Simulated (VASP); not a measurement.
# Pb (Fmmm) in VASP: further runs, part 2 of 2

VASP 6.6.1.

### 4 Single point, LDA (strain +0.0125 x Voigt [0, 0, 0, 0, 0, 1])

File INCAR:

```
SYSTEM = Pb
ALGO = Fast
EDIFF = 1E-6
ENCUT = 520
ISIF = 2
ISMEAR = 0
LASPH = .True.
LCHARG = .False.
LREAL = .False.
LWAVE = .False.
NBANDS = 13
NELM = 80
PREC = Accurate
SIGMA = 0.15
```

File KPOINTS:

```
k-points
0
Gamma
  18 18 18
  0 0 0
```

File POSCAR:

```
Pb
1.0
   -1.9672866944      1.9672866944      1.9796595667
    1.9672866944     -1.9672866944      1.9796595667
    1.9920324390      1.9920324390     -1.9796595667
Pb
1
Direct
    0.0000000000      0.0000000000      0.0000000000
```

Potentials or basis: VASP PAW LDA potentials, release 64 (Pb_d).

Command:

```bash
$ cat potpaw_LDA.64/Pb_d/POTCAR > POTCAR
$ mpirun -np 1 vasp_std > vasp.out
```

OUTCAR:

```text
SYSTEM = Pb
   EDIFF = 1E-6
   ENCUT = 520
   ISIF = 2
   ISMEAR = 0
   LASPH = .True.
   LREAL = .False.
   NELM = 80
   PREC = Accurate

 ion  position               nearest neighbor table
   1  0.000  0.000  0.000-

  LATTYP: Found a face centered orthorhombic cell.
 ALAT       =     3.9593191334
 B/A-ratio  =     1.4053747276
 C/A-ratio  =     1.4230523971

  Lattice vectors:

 A1 = (   3.9593191334,   0.0247457446,   0.0000000000)
 A2 = (   1.9920324390,   1.9920324390,   1.9796595667)
 A3 = (   1.9672866944,  -1.9672866944,   1.9796595667)

Analysis of symmetry for initial positions (statically):
=====================================================================
 Subroutine PRICEL returns:
 Original cell was already a primitive cell.

 Routine SETGRP: Setting up the symmetry group for a
 face centered orthorhombic supercell.

 Subroutine GETGRP returns: Found  8 space group operations
 (whereof  8 operations were pure point group operations)
 out of a pool of  8 trial point group operations.

The static configuration has the point symmetry D_2h.

Analysis of symmetry for dynamics (positions and initial velocities):
=====================================================================
 Subroutine PRICEL returns:
 Original cell was already a primitive cell.

 Routine SETGRP: Setting up the symmetry group for a
 face centered orthorhombic supercell.

 Subroutine GETGRP returns: Found  8 space group operations
 (whereof  8 operations were pure point group operations)
 out of a pool of  8 trial point group operations.

The dynamic configuration has the point symmetry D_2h.

 Subroutine INISYM returns: Found  8 space group operations
 (whereof  8 operations are pure point group operations),
 and found     1 'primitive' translations

----------------------------------------------------------------------------------------

                                     Primitive cell

  volume of cell :      31.0323

  direct lattice vectors                    reciprocal lattice vectors
    -1.967286694  1.967286694  1.979659567    -0.001578616  0.252578545  0.252568678
     1.967286694 -1.967286694  1.979659567     0.252578545 -0.001578616  0.252568678
     1.992032439  1.992032439 -1.979659567     0.250999929  0.250999929  0.000000000

  length of vectors
     3.414598933  3.414598933  3.443172734     0.357196515  0.357196515  0.354967503

  position of ions in fractional coordinates (direct lattice)
     0.000000000  0.000000000  0.000000000

  ion indices of the primitive-cell ions
   primitive index   ion index
                 1           1

----------------------------------------------------------------------------------------

 KPOINTS: k-points

Automatic generation of k-mesh.
 Grid dimensions read from file:
 generate k-points for:   18   18   18

 Generating k-lattice:

  Cartesian coordinates                     Fractional coordinates (reciprocal lattice)
    -0.000087701  0.014032141  0.014031593     0.055555556 -0.000000000  0.000000000
     0.014032141 -0.000087701  0.014031593    -0.000000000  0.055555556  0.000000000
     0.013944440  0.013944440  0.000000000     0.000000000  0.000000000  0.055555556

  Length of vectors
     0.019844251  0.019844251  0.019720417

  Shift w.r.t. Gamma in fractional coordinates (k-lattice)
     0.000000000  0.000000000  0.000000000

 Subroutine IBZKPT returns following result:
 ===========================================

 Found    865 irreducible k-points:

 Following reciprocal coordinates:
            Coordinates               Weight
  0.000000  0.000000  0.000000      1.000000
  0.055556 -0.000000  0.000000      8.000000
  0.111111 -0.000000  0.000000      8.000000
  0.166667  0.000000  0.000000      8.000000
  0.222222  0.000000  0.000000      8.000000
  0.277778  0.000000  0.000000      8.000000
[... 16 lines left out ...]
 -0.277778  0.055556  0.000000      8.000000
 -0.222222  0.055556  0.000000      8.000000
 [... further k-points ...]
   k-points           NKPTS =    865   k-points in BZ     NKDIM =    865   number of bands    NBANDS=     13
   number of dos      NEDOS =    301   number of ions     NIONS =      1
   total plane-waves  NPLWV =  21952
   dimension x,y,z NGX =    28 NGY =   28 NGZ =   28
   dimension x,y,z NGXF=    56 NGYF=   56 NGZF=   56
   ions per type =               1
   NGX,Y,Z   is equivalent  to a cutoff of  13.63, 13.63, 13.52 a.u.
   NGXF,Y,Z  is equivalent  to a cutoff of  27.26, 27.26, 27.04 a.u.
 SYSTEM =  Pb
   PREC   = accura    normal or accurate (medium, high low for compatibility)
   ISTART =      0    job   : 0-new  1-cont  2-samecut
   ICHARG =      2    charge: 1-file 2-atom 10-const
   ISPIN  =      1    spin polarized calculation?
   LNONCOLLINEAR =      F non collinear calculations
   LSORBIT =      F    spin-orbit coupling
   LASPH  =      T    aspherical Exc in radial PAW
   ENCUT  =  520.0 eV  38.22 Ry    6.18 a.u.   6.35  6.35  6.40*2*pi/ulx,y,z
   NELM   =     80;   NELMIN=  2; NELMDL= -5     # of ELM steps
   EDIFF  = 0.1E-05   stopping-criterion for ELM
   LREAL  =      F    real-space projection
   EDIFFG = 0.1E-04   stopping-criterion for IOM
   NSW    =      0    number of steps for IOM
   IBRION =     -1    ionic relax: 0-MD 1-quasi-New 2-CG
   NFREE  =      0    steps in history (QN), initial steepest desc. (CG)
   ISIF   =      2    stress and relaxation
   ISYM   =      2    0-nonsym 1-usesym 2-fastsym
   POTIM  = 0.5000    time-step for ionic-motion
   TEBEG  =    0.0;   TEEND  =   0.0 temperature during run
   PSTRESS=    0.0 pullay stress
   NELECT =      14.0000    total number of electrons
   NUPDOWN=      -1.0000    fix difference up-down
   EMIN   =  10.00;   EMAX   =-10.00  energy-range for DOS
   EFERMI =   0.00;   METHOD = LEGACY
   ISMEAR =     0;   SIGMA  =   0.15  broadening in eV -4-tet -1-fermi 0-gaus
   EFERMI_NEDOS =   21; number of points for ismear=-14 and -15
   IALGO  =     68    algorithm
   IMIX   =      4    mixing-type and parameters
     AMIX     =   0.40;   BMIX     =  1.00
     AMIX_MAG =   1.60;   BMIX_MAG =  1.00
  volume/ion in A,a.u.               =      31.03       209.42
  Fermi-wavevector in a.u.,A,eV,Ry     =   1.255585  2.372711 21.449486  1.576493
  Thomas-Fermi vector in A             =   2.389334
   LORBIT       =      0    0 simple, 1 ext, 2 COOP (PROOUT), +10 PAW based schemes
   GGA     = CA    functional components
   LHFCALC =     F    Hartree Fock is set to
   AEXX    =    0.0000 exact exchange contribution
   IVDW    =     0    specifies the selected vdW correction
   LEPSILON=     F    determine dielectric tensor
   LRPA    =     F    only Hartree local field effects (RPA)
 non-spin polarized calculation
 RMM-DIIS sequential band-by-band and
 Gauss-broadening in eV      SIGMA  =   0.15
  energy-cutoff  :      520.00
  volume of cell :       31.03
 maximum number of plane-waves:       856
 NGX is ok and might be reduce to    28
   NGX = 13   NGY = 13   NGZ = 13

 number of electron      14.0000002 magnetization

 Free energy of the ion-electron system (eV)
  ---------------------------------------------------
  ext. energy  EPLUGINS =         0.00000000
  ---------------------------------------------------
  free energy    TOTEN  =        -4.19923585 eV

  energy without entropy =       -4.19286420  energy(sigma->0) =       -4.19605002

 E-fermi :   6.7312     XC(G=0): -10.3480

 val. band max:        6.7285936580   @ k =  -0.3889  -0.3889   0.3333
 cond. band min:       6.7454036613   @ k =  -0.2778  -0.2778   0.2222
 fundamental gap:      0.0168100033
 Fermi energy:         6.7311661344

 k-point     1 :       0.0000    0.0000    0.0000
  band No.  band energies     occupation
      1     -10.3087      2.00000
      2     -10.2986      2.00000
      3     -10.2883      2.00000
      4     -10.0695      2.00000
      5     -10.0693      2.00000
      6      -4.8647      2.00000
      7      13.9961      0.00000
      8      14.1084      0.00000
      9      14.2115      0.00000
     10      17.8119      0.00000
     11      17.8764      0.00000
     12      17.9518      0.00000
     13      18.3774      0.00000
[... 353 lines left out ...]
 k-point    24 :      -0.2222    0.0556    0.0000
  band No.  band energies     occupation
      1     -10.3205      2.00000
      2     -10.2735      2.00000
      3     -10.1761      2.00000
      4     -10.0962      2.00000
      5     -10.0729      2.00000
      6      -4.0663      2.00000
      7       9.3747      0.00000
      8      12.0920      0.00000
      9      12.9787      0.00000
     10      15.9012      0.00000
     11      16.9272      0.00000
     12      17.8116      0.00000
     13      20.3560      0.00000

 [... further k-points ...]
[... 5 lines left out ...]
  --------------------------------------------------------------------------------------
  -------------------------------------------------------------------------------------
  Total       -0.5810895     -0.5810895     -0.5802600     -0.0516554      0.0000000      0.0000000
  in kB      -30.0012266    -30.0012266    -29.9584050     -2.6669285      0.0000000      0.0000000
  external PRESSURE =     -29.9869527 kB  Pullay stress =       0.0000000 kB

 VOLUME and BASIS-vectors are now :
 -----------------------------------------------------------------------------
  energy-cutoff  :      520.00
  volume of cell :       31.03
      direct lattice vectors                 reciprocal lattice vectors
    -1.967286694  1.967286694  1.979659567    -0.001578616  0.252578545  0.252568678
     1.967286694 -1.967286694  1.979659567     0.252578545 -0.001578616  0.252568678
     1.992032439  1.992032439 -1.979659567     0.250999929  0.250999929  0.000000000

 POSITION                                       TOTAL-FORCE (eV/Angst)
 -----------------------------------------------------------------------------------
      0.00000      0.00000      0.00000         0.000000     -0.000000      0.000000
 -----------------------------------------------------------------------------------
    total drift:                               -0.000000     -0.000000     -0.000000

  FREE ENERGIE OF THE ION-ELECTRON SYSTEM (eV)
  ---------------------------------------------------
  free  energy   TOTEN  =        -4.1992358503 eV

  energy  without entropy=       -4.1928641987  energy(sigma->0) =       -4.19605002
```

OSZICAR:

```text
N       E                     dE             d eps       ncg     rms          rms(c)
DAV:   1     0.107003044522E+03    0.10700E+03   -0.71476E+03 22747   0.125E+03
DAV:   2     0.998682363705E+00   -0.10600E+03   -0.10274E+03 23720   0.309E+02
DAV:   3    -0.409208650907E+01   -0.50908E+01   -0.50703E+01 28209   0.736E+01
DAV:   4    -0.420919069193E+01   -0.11710E+00   -0.11708E+00 26806   0.119E+01
DAV:   5    -0.421438503579E+01   -0.51943E-02   -0.51942E-02 30812   0.233E+00    0.534E-01
RMM:   6    -0.420236023314E+01    0.12025E-01   -0.12841E-02 26845   0.162E+00    0.264E-01
RMM:   7    -0.419929713451E+01    0.30631E-02   -0.76205E-03 26647   0.953E-01    0.846E-02
RMM:   8    -0.419918259946E+01    0.11454E-03   -0.14884E-03 32866   0.587E-01    0.127E-02
RMM:   9    -0.419922855066E+01   -0.45951E-04   -0.47698E-04 33594   0.204E-01    0.121E-02
RMM:  10    -0.419923259577E+01   -0.40451E-05   -0.11381E-04 28719   0.185E-01    0.804E-03
RMM:  11    -0.419923426928E+01   -0.16735E-05   -0.53715E-05 33117   0.844E-02    0.195E-03
RMM:  12    -0.419923562603E+01   -0.13567E-05   -0.13902E-05 25104   0.396E-02    0.173E-03
RMM:  13    -0.419923585028E+01   -0.22425E-06   -0.28322E-06 16162   0.206E-02
   1 F= -.41992359E+01 E0= -.41960500E+01  d E =-.637165E-02
```

It took 2.4 min on 1 thread of Intel Xeon 6975P-C (Granite Rapids), shared host; peak memory 0.4 GiB.

Results:

- Free energy: -4.1992 eV
- Pressure: -3.0 GPa
- Band gap on the k mesh: zero (band 7 reaches 14.00 eV, above the bottom of band 8 at 4.74 eV)

Caveat: the cell differs from its parent crystal (strain +0.0125 x Voigt [0, 0, 0, 0, 0, 1]); spin-orbit coupling is left out, which moves the levels of the heavy elements.

### 5 Overview

| cell | further INCAR settings | gap on the mesh (eV) | pressure (GPa) |
| --- | --- | --- | --- |
| a = 3.358, b = 3.358, c = 3.501 Å, angles 109.5, 109.5, 107.7°, 1 atom | ALGO = Fast; EDIFF = 1e-07; NBANDS = 13 | none | -2.8 |
| a = 3.386, b = 3.386, c = 3.472 Å, angles 109.5, 109.5, 108.4°, 1 atom | ALGO = Fast; EDIFF = 1e-06; NBANDS = 13 | none | -2.9 |
| a = 3.415, b = 3.415, c = 3.443 Å, angles 109.5, 109.5, 109.1°, 1 atom | ALGO = Fast; EDIFF = 1e-06; NBANDS = 13 | none | -3.0 |

Alike in all rows: task single point; level LDA; potentials or basis VASP PAW LDA potentials, release 64 (Pb_d); no spin polarisation; k mesh 18 × 18 × 18; cutoff (eV) 520; smearing gaussian 0.15 eV.

Caveats: spin-orbit coupling is left out, which moves the levels of the heavy elements.

Absolute energies hang on the potentials; compare differences alone.
